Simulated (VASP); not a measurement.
# MnO (Fm-3m) in VASP: notebook, part 2 of 2

VASP 6.6.1. The steps go on from the part before.

### 5 Single point, PBE+U, collinear spin, ferromagnetic start

The input, POSCAR:

```
MnO
1.0
    0.0000000000      2.2220003300      2.2220003300
    2.2220003300      0.0000000000      2.2220003300
    2.2220003300      2.2220003300      0.0000000000
Mn O
1 1
Direct
    0.0000000000      0.0000000000      0.0000000000
    0.5000000000      0.5000000000      0.5000000000
```

The input, INCAR.step1:

```
  ALGO = Normal
  EDIFF = 1E-6
  ENCUT = 520
  GGA = PE
  ISIF = 2
  ISMEAR = -1
  ISPIN = 2
  LASPH = True
  LCHARG = True
  LDAU = True
  LDAUJ = 0 0
  LDAUL = 2 -1
  LDAUPRINT = 1
  LDAUTYPE = 2
  LDAUU = 2 0
  LMAXMIX = 4
  LREAL = False
  LWAVE = False
  MAGMOM = 4 0
  NBANDS = 20
  NELM = 150
  PREC = Accurate
  SIGMA = 0.05
```

The input, KPOINTS.step1:

```
k-points
0
Gamma
  10 10 10
```

The input, INCAR.step2:

```
  ALGO = Normal
  EDIFF = 1E-6
  ENCUT = 520
  GGA = PE
  ICHARG = 11
  ISIF = 2
  ISMEAR = -5
  ISPIN = 2
  LASPH = True
  LCHARG = False
  LDAU = True
  LDAUJ = 0 0
  LDAUL = 2 -1
  LDAUPRINT = 1
  LDAUTYPE = 2
  LDAUU = 2 0
  LMAXMIX = 4
  LORBIT = 11
  LREAL = False
  LWAVE = False
  MAGMOM = 4 0
  NEDOS = 2001
  NELM = 150
  PREC = Accurate
  SIGMA = 0.05
```

The input, KPOINTS.step2:

```
k-points
0
Gamma
  15 15 15
```

Potentials or basis: VASP PAW PBE potentials, release 64 (Mn_pv, O).

Started as:

```console
cat potpaw_PBE.64/Mn_pv/POTCAR potpaw_PBE.64/O/POTCAR > POTCAR
cp INCAR.step1 INCAR
cp KPOINTS.step1 KPOINTS
mpirun -np 1 vasp_std > vasp.out
cp INCAR.step2 INCAR
cp KPOINTS.step2 KPOINTS
mpirun -np 1 vasp_std > vasp.out
```

OUTCAR:

```text
EDIFF = 1E-6
   ENCUT = 520
   GGA = PE
   ICHARG = 11
   ISIF = 2
   ISMEAR = -5
   ISPIN = 2
   LASPH = True
   LORBIT = 11
   LREAL = False
   NELM = 150
   PREC = Accurate

 ion  position               nearest neighbor table
   1  0.000  0.000  0.000-   2 2.22   2 2.22   2 2.22   2 2.22   2 2.22   2 2.22
   2  0.500  0.500  0.500-   1 2.22   1 2.22   1 2.22   1 2.22   1 2.22   1 2.22

  LATTYP: Found a face centered cubic cell.
 ALAT       =     4.4440006600

  Lattice vectors:

 A1 = (   0.0000000000,   2.2220003300,   2.2220003300)
 A2 = (   2.2220003300,   0.0000000000,   2.2220003300)
 A3 = (   2.2220003300,   2.2220003300,   0.0000000000)

Analysis of symmetry for initial positions (statically):
=====================================================================
 Subroutine PRICEL returns:
 Original cell was already a primitive cell.

 Routine SETGRP: Setting up the symmetry group for a
 face centered cubic supercell.

 Subroutine GETGRP returns: Found 48 space group operations
 (whereof 48 operations were pure point group operations)
 out of a pool of 48 trial point group operations.

The static configuration has the point symmetry O_h .

Analysis of symmetry for dynamics (positions and initial velocities):
=====================================================================
 Subroutine PRICEL returns:
 Original cell was already a primitive cell.

 Routine SETGRP: Setting up the symmetry group for a
 face centered cubic supercell.

 Subroutine GETGRP returns: Found 48 space group operations
 (whereof 48 operations were pure point group operations)
 out of a pool of 48 trial point group operations.

The dynamic configuration has the point symmetry O_h .

Analysis of structural, dynamic, and magnetic symmetry:
=====================================================================
 Subroutine PRICEL returns:
 Original cell was already a primitive cell.

 Routine SETGRP: Setting up the symmetry group for a
 face centered cubic supercell.

 Subroutine GETGRP returns: Found 48 space group operations
 (whereof 48 operations were pure point group operations)
 out of a pool of 48 trial point group operations.

The overall configuration has the point symmetry O_h .

 Subroutine INISYM returns: Found 48 space group operations
 (whereof 48 operations are pure point group operations),
 and found     1 'primitive' translations

----------------------------------------------------------------------------------------

                                     Primitive cell

  volume of cell :      21.9413

  direct lattice vectors                    reciprocal lattice vectors
     0.000000000  2.222000330  2.222000330    -0.225022469  0.225022469  0.225022469
[... 121 lines left out ...]
   LEPSILON=     F    determine dielectric tensor
   LRPA    =     F    only Hartree local field effects (RPA)
 spin polarized calculation
 Fermi weights with tetrahedron method with Bloechl corrections
  energy-cutoff  :      520.00
  volume of cell :       21.94
 maximum number of plane-waves:       609

atom =   1  type =  1  l = 2

 onsite density matrix

spin component  1

  0.9344 -0.0000 -0.0000  0.0000 -0.0000
 -0.0000  0.9344 -0.0000  0.0000 -0.0000
 -0.0000 -0.0000  0.9710  0.0000 -0.0000
  0.0000  0.0000  0.0000  0.9344 -0.0000
 -0.0000 -0.0000 -0.0000 -0.0000  0.9710

spin component  2

  0.0228 -0.0000  0.0000  0.0000 -0.0000
 -0.0000  0.0228 -0.0000 -0.0000  0.0000
  0.0000 -0.0000  0.0843 -0.0000  0.0000
  0.0000 -0.0000 -0.0000  0.0228  0.0000
 -0.0000  0.0000  0.0000  0.0000  0.0843

 occupancies and eigenvectors

  o =  0.0228  v =  0.0000  0.0000  0.0000  0.0000  0.0000 -0.0000 -0.0813  0.0000  0.9967 -0.0000      0.0000  0.0000  0.0000  0.0000  0.0000  0.0000  0.0000  0.0000  0.0000  0.0000
  o =  0.0228  v =  0.0000  0.0000  0.0000  0.0000  0.0000 -0.0000 -0.9967 -0.0000 -0.0813  0.0000      0.0000  0.0000  0.0000  0.0000  0.0000  0.0000  0.0000  0.0000  0.0000  0.0000
  o =  0.0228  v =  0.0000  0.0000  0.0000  0.0000  0.0000 -1.0000  0.0000  0.0000 -0.0000 -0.0000      0.0000  0.0000  0.0000  0.0000  0.0000  0.0000  0.0000  0.0000  0.0000  0.0000
  o =  0.0843  v =  0.0000  0.0000  0.0000  0.0000  0.0000 -0.0000  0.0000 -0.0000  0.0000  1.0000      0.0000  0.0000  0.0000  0.0000  0.0000  0.0000  0.0000  0.0000  0.0000  0.0000
  o =  0.0843  v =  0.0000  0.0000  0.0000  0.0000  0.0000  0.0000  0.0000  1.0000 -0.0000  0.0000      0.0000  0.0000  0.0000  0.0000  0.0000  0.0000  0.0000  0.0000  0.0000  0.0000
  o =  0.9344  v =  1.0000  0.0000  0.0000  0.0000  0.0000  0.0000  0.0000  0.0000  0.0000  0.0000      0.0000  0.0000  0.0000  0.0000  0.0000  0.0000  0.0000  0.0000  0.0000  0.0000
  o =  0.9344  v =  0.0000 -0.9949  0.0000 -0.1013 -0.0000  0.0000  0.0000  0.0000  0.0000  0.0000      0.0000  0.0000  0.0000  0.0000  0.0000  0.0000  0.0000  0.0000  0.0000  0.0000
  o =  0.9344  v =  0.0000 -0.1013  0.0000  0.9949  0.0000  0.0000  0.0000  0.0000  0.0000  0.0000      0.0000  0.0000  0.0000  0.0000  0.0000  0.0000  0.0000  0.0000  0.0000  0.0000
  o =  0.9710  v =  0.0000  0.0000  1.0000 -0.0000  0.0000  0.0000  0.0000  0.0000  0.0000  0.0000      0.0000  0.0000  0.0000  0.0000  0.0000  0.0000  0.0000  0.0000  0.0000  0.0000
  o =  0.9710  v =  0.0000  0.0000  0.0000  0.0000 -1.0000  0.0000  0.0000  0.0000  0.0000  0.0000      0.0000  0.0000  0.0000  0.0000  0.0000  0.0000  0.0000  0.0000  0.0000  0.0000

 number of electron      18.9999992 magnetization       4.9989294

 Free energy of the ion-electron system (eV)
  ---------------------------------------------------
  ext. energy  EPLUGINS =         0.00000000
  ---------------------------------------------------
  free energy    TOTEN  =       -15.86813495 eV

  energy without entropy =      -15.86813495  energy(sigma->0) =      -15.86813495

 E-fermi :   7.2920     XC(G=0): -11.8234

 val. band max:        7.2958638116   @ k =   0.4667   0.0000   0.0000
 cond. band min:       7.4408623447   @ k =   0.0667   0.0000   0.0000
 fundamental gap:      0.1449985331
 Fermi energy:         7.2920472460

 spin component 1

 k-point     1 :       0.0000    0.0000    0.0000
  band No.  band energies     occupation
      1     -42.8317      1.00000
      2     -42.8317      1.00000
      3     -42.8317      1.00000
      4     -12.5367      1.00000
      5       3.5181      1.00000
      6       3.5181      1.00000
      7       3.5181      1.00000
      8       3.9518      1.00000
      9       3.9518      1.00000
     10       4.0157      1.00000
     11       4.0157      1.00000
     12       4.0157      1.00000
[... 841 lines left out ...]
      4     -11.7907      1.00000
      5       2.6391      1.00000
      6       3.9345      1.00000
      7       3.9774      1.00000
      8       8.8770      0.00000
      9       9.6434      0.00000
     10       9.9684      0.00000
     11      10.0027      0.00000
     12      10.1385      0.00000
     13      11.6154      0.00000
     14      20.9983      0.00000
     15      23.3710      0.00000

 [... further k-points ...]
[... 5 lines left out ...]
  --------------------------------------------------------------------------------------
  -------------------------------------------------------------------------------------
  Total        0.9454486      0.9454486      0.9454486      0.0000000      0.0000000      0.0000000
  in kB       69.0376776     69.0376776     69.0376776      0.0000000      0.0000000      0.0000000
  external PRESSURE =      69.0376776 kB  Pullay stress =       0.0000000 kB

 VOLUME and BASIS-vectors are now :
 -----------------------------------------------------------------------------
  energy-cutoff  :      520.00
  volume of cell :       21.94
      direct lattice vectors                 reciprocal lattice vectors
     0.000000000  2.222000330  2.222000330    -0.225022469  0.225022469  0.225022469
     2.222000330  0.000000000  2.222000330     0.225022469 -0.225022469  0.225022469
     2.222000330  2.222000330  0.000000000     0.225022469  0.225022469 -0.225022469

 POSITION                                       TOTAL-FORCE (eV/Angst)
 -----------------------------------------------------------------------------------
      0.00000      0.00000      0.00000         0.000000      0.000000      0.000000
      2.22200      2.22200      2.22200        -0.000000     -0.000000     -0.000000
 -----------------------------------------------------------------------------------
    total drift:                                0.000000     -0.000000     -0.000000

  FREE ENERGIE OF THE ION-ELECTRON SYSTEM (eV)
  ---------------------------------------------------
  free  energy   TOTEN  =       -15.8681349539 eV

  energy  without entropy=      -15.8681349539  energy(sigma->0) =      -15.86813495

 total charge

# of ion       s       p       d       tot
------------------------------------------
    1        0.206   6.182   4.962  11.351
    2        1.557   3.445   0.000   5.002
--------------------------------------------------
tot          1.763   9.627   4.962  16.353

 magnetization (x)

# of ion       s       p       d       tot
------------------------------------------
    1        0.033   0.027   4.500   4.560
    2        0.027   0.169   0.000   0.196
--------------------------------------------------
tot          0.060   0.196   4.500   4.756
```

It took 27 s on 1 thread of Intel Xeon 6975P-C (Granite Rapids), shared host; peak memory 0.19 GiB.

Results:

| Property | Result |
| --- | --- |
| Net moment | 5.00 μB per cell |
| Site moments | Mn +4.56; O +0.20 μB |
| Valence electrons inside the program's atomic spheres | Mn 11.35; O 5.00 |

Eigenvalues of the final occupation matrices:
| site | spin | trace | eigenvalues |
| --- | --- | --- | --- |
| site 1 d | 1 | 4.75 | 0.93 0.93 0.93 0.97 0.97 |
| site 1 d | 2 | 0.24 | 0.02 0.02 0.02 0.08 0.08 |

Caveat: a cell with one magnetic atom can't hold antiferromagnetic order, which such compounds often take; tetrahedron occupations give inexact forces and stress in metals.

### 6 Single point, PBE+U, collinear spin, ferromagnetic start

POSCAR is that of step 5.

The input, INCAR.step1:

```
SYSTEM = MnO
PREC = Accurate
ENCUT = 520
EDIFF = 1E-6
ISMEAR = -1
SIGMA = 0.05
LREAL = .False.
LASPH = .True.
NELM = 150
ALGO = Normal
ISIF = 2
LWAVE = .False.
LCHARG = .True.
ISPIN = 2
MAGMOM = 4 0
LMAXMIX = 4
LDAU = .True.
LDAUTYPE = 2
LDAUL = 2 -1
LDAUU = 3 0
LDAUJ = 0 0
LDAUPRINT = 1
GGA = PE
NBANDS = 20
```

The input, KPOINTS.step1:

```
regular mesh
0
Gamma
  10 10 10
  0 0 0
```

The input, INCAR.step2:

```
SYSTEM = MnO
PREC = Accurate
ENCUT = 520
EDIFF = 1E-6
ISMEAR = -5
SIGMA = 0.05
LREAL = .False.
LASPH = .True.
NELM = 150
ALGO = Normal
ISIF = 2
LWAVE = .False.
LCHARG = .False.
ISPIN = 2
MAGMOM = 4 0
LORBIT = 11
LMAXMIX = 4
LDAU = .True.
LDAUTYPE = 2
LDAUL = 2 -1
LDAUU = 3 0
LDAUJ = 0 0
LDAUPRINT = 1
GGA = PE
NEDOS = 1001
ICHARG = 11
```

The input, KPOINTS.step2:

```
regular mesh
0
Gamma
  15 15 15
  0 0 0
```

Potentials or basis: VASP PAW PBE potentials, release 64 (Mn_pv, O).

Started as:

```console
cat potpaw_PBE.64/Mn_pv/POTCAR potpaw_PBE.64/O/POTCAR > POTCAR
cp INCAR.step1 INCAR
cp KPOINTS.step1 KPOINTS
mpirun -np 1 vasp_std > vasp.out
cp INCAR.step2 INCAR
cp KPOINTS.step2 KPOINTS
mpirun -np 1 vasp_std > vasp.out
```

Run time: 28 s. Hardware: 1 thread of Intel Xeon 6975P-C (Granite Rapids), shared host; peak memory 0.18 GiB.

It converged, with:

| Item | Value |
| --- | --- |
| Net moment | 5.00 μB per cell |
| Site moments | Mn +4.59; O +0.17 μB |
| Valence electrons inside the program's atomic spheres | Mn 11.35; O 5.01 |

Levels at points of the mesh, in eV from the valence-band top:
Spin up:
```
           k point  band 8  band 9  band 10  band 11  band 12  band 13  band 14  band 15
(0.00, 0.00, 0.00)   -3.59   -3.59    -3.01    -3.01    -3.01     0.03    14.44    16.34
```
Spin down:
| k point | band 4 | band 5 | band 6 | band 7 | band 8 | band 9 | band 10 | band 11 |
| --- | --- | --- | --- | --- | --- | --- | --- | --- |
| (0.00, 0.00, 0.00) | -19.16 | -2.67 | -2.67 | -2.67 | 1.42 | 2.64 | 2.64 | 2.64 |

Eigenvalues of the final occupation matrices:
| site | spin | trace | eigenvalues |
| --- | --- | --- | --- |
| site 1 d | 1 | 4.76 | 0.94 0.94 0.94 0.97 0.97 |
| site 1 d | 2 | 0.22 | 0.02 0.02 0.02 0.08 0.08 |

Caveat: a cell with one magnetic atom can't hold antiferromagnetic order, which such compounds often take.

### 7 Overview

```tsv
U	k mesh for the DOS	occupations for the DOS	gap on the mesh (eV)	pressure (GPa)	moment (μB)
Mn d U = 6.0 eV	-	-	0.63	8.9	5.00
Mn d U = 8.0 eV	-	-	0.97	10.0	5.00
Mn d U = 1.0 eV	15 × 15 × 15	tetrahedron	-	-	4.95
Mn d U = 2.0 eV	15 × 15 × 15	tetrahedron	-	-	5.00
Mn d U = 3.0 eV	15 × 15 × 15	tetrahedron	-	-	5.00
```

Alike in all rows: task single point; level PBE+U; potentials or basis VASP PAW PBE potentials, release 64 (Mn_pv, O); spin collinear, ferromagnetic start; cell as given; k mesh 10 × 10 × 10; cutoff (eV) 520; smearing fermi-dirac 0.05 eV.

Caveats: a cell with one magnetic atom can't hold antiferromagnetic order, which such compounds often take; the cell stands under pressure (at least some runs); tetrahedron occupations give inexact forces and stress in metals (at least some runs).

Absolute energies hang on the potentials; compare differences alone.
